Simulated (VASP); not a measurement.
# Ta (Im-3m) in VASP: a series of runs, part 2 of 2

VASP 6.6.1.

### 3 Relaxation of cell and atoms, LDA

This run uses another cell than the first one, of 17.11 Å³/atom, 0.994 times its volume.

INCAR reads:

```
  PREC = Accurate
  ENCUT = 600
  EDIFF = 1E-7
  ISMEAR = 0
  SIGMA = 0.1
  LREAL = F
  LASPH = T
  NELM = 60
  ALGO = Normal
  ISIF = 3
  LWAVE = F
  LCHARG = F
  IBRION = 2
  NSW = 100
  EDIFFG = -0.005
```

KPOINTS reads:

```
regular mesh
0
Gamma
  18 18 18
```

POSCAR reads:

```
Ta
1.0
   -1.6232058268      1.6232058268      1.6232058268
    1.6232058268     -1.6232058268      1.6232058268
    1.6232058268      1.6232058268     -1.6232058268
Ta
1
Direct
    0.0000000000      0.0000000000      0.0000000000
```

Potentials or basis: VASP PAW LDA potentials, release 64 (Ta_pv).

Started as:

```sh
$ cat potpaw_LDA.64/Ta_pv/POTCAR > POTCAR
$ mpirun -np 1 vasp_std > vasp.out
```

OUTCAR:

```text
PREC = Accurate
   ENCUT = 600
   EDIFF = 1E-7
   ISMEAR = 0
   LREAL = F
   LASPH = T
   NELM = 60
   ISIF = 3
   IBRION = 2
   NSW = 100
   EDIFFG = -0.005

 ion  position               nearest neighbor table
   1  0.000  0.000  0.000-

  LATTYP: Found a body centered cubic cell.
 ALAT       =     3.2464116536

  Lattice vectors:

 A1 = (  -1.6232058268,   1.6232058268,   1.6232058268)
 A2 = (   1.6232058268,  -1.6232058268,   1.6232058268)
 A3 = (   1.6232058268,   1.6232058268,  -1.6232058268)

Analysis of symmetry for initial positions (statically):
=====================================================================
 Subroutine PRICEL returns:
 Original cell was already a primitive cell.

 Routine SETGRP: Setting up the symmetry group for a
 body centered cubic supercell.

 Subroutine GETGRP returns: Found 48 space group operations
 (whereof 48 operations were pure point group operations)
 out of a pool of 48 trial point group operations.

The static configuration has the point symmetry O_h .

Analysis of symmetry for dynamics (positions and initial velocities):
=====================================================================
 Subroutine PRICEL returns:
 Original cell was already a primitive cell.

 Routine SETGRP: Setting up the symmetry group for a
 body centered cubic supercell.

 Subroutine GETGRP returns: Found 48 space group operations
 (whereof 48 operations were pure point group operations)
 out of a pool of 48 trial point group operations.

The dynamic configuration has the point symmetry O_h .

 Subroutine INISYM returns: Found 48 space group operations
 (whereof 48 operations are pure point group operations),
 and found     1 'primitive' translations

----------------------------------------------------------------------------------------

                                     Primitive cell

  volume of cell :      17.1073

  direct lattice vectors                    reciprocal lattice vectors
    -1.623205827  1.623205827  1.623205827     0.000000000  0.308032408  0.308032408
     1.623205827 -1.623205827  1.623205827     0.308032408  0.000000000  0.308032408
     1.623205827  1.623205827 -1.623205827     0.308032408  0.308032408  0.000000000

  length of vectors
     2.811474963  2.811474963  2.811474963     0.435623609  0.435623609  0.435623609

  position of ions in fractional coordinates (direct lattice)
     0.000000000  0.000000000  0.000000000

  ion indices of the primitive-cell ions
   primitive index   ion index
                 1           1

----------------------------------------------------------------------------------------

 KPOINTS: regular mesh

Automatic generation of k-mesh.
 Grid dimensions read from file:
 generate k-points for:   18   18   18

 Generating k-lattice:

  Cartesian coordinates                     Fractional coordinates (reciprocal lattice)
     0.000000000  0.017112912  0.017112912     0.055555556  0.000000000  0.000000000
     0.017112912  0.000000000  0.017112912     0.000000000  0.055555556  0.000000000
     0.017112912  0.017112912  0.000000000     0.000000000  0.000000000  0.055555556

[... 38 lines left out ...]
   k-points           NKPTS =    195   k-points in BZ     NKDIM =    195   number of bands    NBANDS=      9
   number of dos      NEDOS =    301   number of ions     NIONS =      1
   total plane-waves  NPLWV =  13824
   dimension x,y,z NGX =    24 NGY =   24 NGZ =   24
   dimension x,y,z NGXF=    48 NGYF=   48 NGZF=   48
   ions per type =               1
   NGX,Y,Z   is equivalent  to a cutoff of  14.19, 14.19, 14.19 a.u.
   NGXF,Y,Z  is equivalent  to a cutoff of  28.38, 28.38, 28.38 a.u.
 SYSTEM =  unknown system
   PREC   = accura    normal or accurate (medium, high low for compatibility)
   ISTART =      0    job   : 0-new  1-cont  2-samecut
   ICHARG =      2    charge: 1-file 2-atom 10-const
   ISPIN  =      1    spin polarized calculation?
   LNONCOLLINEAR =      F non collinear calculations
   LSORBIT =      F    spin-orbit coupling
   LASPH  =      T    aspherical Exc in radial PAW
   ENCUT  =  600.0 eV  44.10 Ry    6.64 a.u.   5.62  5.62  5.62*2*pi/ulx,y,z
   NELM   =     60;   NELMIN=  2; NELMDL= -5     # of ELM steps
   EDIFF  = 0.1E-06   stopping-criterion for ELM
   LREAL  =      F    real-space projection
   EDIFFG = -.5E-02   stopping-criterion for IOM
   NSW    =    100    number of steps for IOM
   IBRION =      2    ionic relax: 0-MD 1-quasi-New 2-CG
   NFREE  =      1    steps in history (QN), initial steepest desc. (CG)
   ISIF   =      3    stress and relaxation
   ISYM   =      2    0-nonsym 1-usesym 2-fastsym
   POTIM  = 0.5000    time-step for ionic-motion
   TEBEG  =    0.0;   TEEND  =   0.0 temperature during run
   PSTRESS=    0.0 pullay stress
   NELECT =      11.0000    total number of electrons
   NUPDOWN=      -1.0000    fix difference up-down
   EMIN   =  10.00;   EMAX   =-10.00  energy-range for DOS
   EFERMI =   0.00;   METHOD = LEGACY
   ISMEAR =     0;   SIGMA  =   0.10  broadening in eV -4-tet -1-fermi 0-gaus
   EFERMI_NEDOS =   21; number of points for ismear=-14 and -15
   IALGO  =     38    algorithm
   IMIX   =      4    mixing-type and parameters
     AMIX     =   0.40;   BMIX     =  1.00
     AMIX_MAG =   1.60;   BMIX_MAG =  1.00
  volume/ion in A,a.u.               =      17.11       115.45
  Fermi-wavevector in a.u.,A,eV,Ry     =   1.413011  2.670203 27.165384  1.996599
  Thomas-Fermi vector in A             =   2.534700
   LORBIT       =      0    0 simple, 1 ext, 2 COOP (PROOUT), +10 PAW based schemes
   GGA     = CA    functional components
   LHFCALC =     F    Hartree Fock is set to
   AEXX    =    0.0000 exact exchange contribution
   IVDW    =     0    specifies the selected vdW correction
   LEPSILON=     F    determine dielectric tensor
   LRPA    =     F    only Hartree local field effects (RPA)
 conjugate gradient relaxation of ions
 non-spin polarized calculation
 Gauss-broadening in eV      SIGMA  =   0.10
  energy-cutoff  :      600.00
  volume of cell :       17.11
 maximum number of plane-waves:       603
   NGX = 11   NGY = 11   NGZ = 11

--------------------------------------- Ionic step        1  -------------------------------------------

 number of electron      10.9999999 magnetization

 Free energy of the ion-electron system (eV)
  ---------------------------------------------------
  ext. energy  EPLUGINS =         0.00000000
  ---------------------------------------------------
  free energy    TOTEN  =       -12.83187584 eV

  energy without entropy =      -12.82602941  energy(sigma->0) =      -12.82895262

------------------------ aborting loop because EDIFF is reached ----------------------------------------

  FORCE on cell =-STRESS in cart. coord.  units (eV):
  Direction    XX          YY          ZZ          XY          YZ          ZX
  --------------------------------------------------------------------------------------
  -------------------------------------------------------------------------------------
  Total        0.2412141      0.2412141      0.2412141     -0.0000000      0.0000000      0.0000000
  in kB       22.5908502     22.5908502     22.5908502     -0.0000000      0.0000000      0.0000000
  external PRESSURE =      22.5908502 kB  Pullay stress =       0.0000000 kB
[... 57 lines left out ...]
--------------------------------------- Ionic step        3  -------------------------------------------

 number of electron      11.0000000 magnetization

 Free energy of the ion-electron system (eV)
  ---------------------------------------------------
  ext. energy  EPLUGINS =         0.00000000
  ---------------------------------------------------
  free energy    TOTEN  =       -12.83307075 eV

  energy without entropy =      -12.82730585  energy(sigma->0) =      -12.83018830

 E-fermi :   5.7464     XC(G=0): -13.0078

 val. band max:        5.7457696648   @ k =  -0.2222   0.2222   0.0556
 cond. band min:       5.7463952053   @ k =  -0.3333   0.3333   0.1667
 fundamental gap:      0.0006255405
 Fermi energy:         5.7463601572

 k-point     1 :       0.0000    0.0000    0.0000
  band No.  band energies     occupation
      1     -26.9868      2.00000
      2     -26.9868      2.00000
      3     -26.9868      2.00000
      4      -2.2483      2.00000
      5       6.4161      0.00000
      6       6.4161      0.00000
      7       6.4161      0.00000
      8       9.8248      0.00000
      9       9.8248      0.00000
[... 265 lines left out ...]
 k-point    24 :       0.3889    0.1111    0.0000
  band No.  band energies     occupation
      1     -28.2714      2.00000
      2     -27.4646      2.00000
      3     -27.0573      2.00000
      4       1.6168      2.00000
      5       4.1766      2.00000
      6       6.6259      0.00000
      7       9.5968      0.00000
      8      10.9651      0.00000
      9      14.0272      0.00000

 [... further k-points ...]
[... 5 lines left out ...]
  --------------------------------------------------------------------------------------
  -------------------------------------------------------------------------------------
  Total       -0.0021558     -0.0021558     -0.0021558      0.0000000      0.0000000      0.0000000
  in kB       -0.1998817     -0.1998817     -0.1998817      0.0000000      0.0000000      0.0000000
  external PRESSURE =      -0.1998817 kB  Pullay stress =       0.0000000 kB
[... 16 lines left out ...]
  FREE ENERGIE OF THE ION-ELECTRON SYSTEM (eV)
  ---------------------------------------------------
  free  energy   TOTEN  =       -12.8330707450 eV

  energy  without entropy=      -12.8273058461  energy(sigma->0) =      -12.83018830

 reached required accuracy - stopping structural energy minimisation
```

CONTCAR:

```text
Ta
   1.00000000000000
    -1.6286410568116434    1.6286410568116434    1.6286410568116434
     1.6286410568116434   -1.6286410568116434    1.6286410568116434
     1.6286410568116434    1.6286410568116434   -1.6286410568116434
  Ta
     1
Direct
     0.0000000000000000    0.0000000000000000    0.0000000000000000

  0.00000000E+00  0.00000000E+00  0.00000000E+00
```

It took 30 s on 1 thread of Intel Xeon 6975P-C, shared host; peak memory 0.17 GiB.

What came out:

| Item | Value |
| --- | --- |
| Free energy | -12.8331 eV |
| Relaxed volume | 17.28 Å³/atom |
| Relaxed cell | a = 2.821 Å, b = 2.821 Å, c = 2.821 Å, α = 109.47°, β = 109.47°, γ = 109.47° |
| Space group after relaxing (to 0.05 Å) | Im-3m (No. 229) |
| Energy gained by relaxing | 1.2 meV/atom |
| Ionic steps | 3 |
| Pressure after relaxing | 0.0 GPa |

The path:
| step | energy change (eV) | largest force (eV/Å) | pressure (GPa) | volume (Å³) |
| --- | --- | --- | --- | --- |
| 1 | 0.0000 | 0.0000 | 2.26 | 17.11 |
| 2 | 0.0060 | 0.0000 | -5.24 | 17.71 |
| 3 | -0.0012 | 0.0000 | -0.02 | 17.28 |

Final structure:
```
Ta
1.0
    -1.62864    1.62864    1.62864
     1.62864   -1.62864    1.62864
     1.62864    1.62864   -1.62864
Ta
1
Cartesian
  0.0000 0.0000 0.0000
```

Caveat: spin-orbit coupling is left out, which moves the levels of the heavy elements.
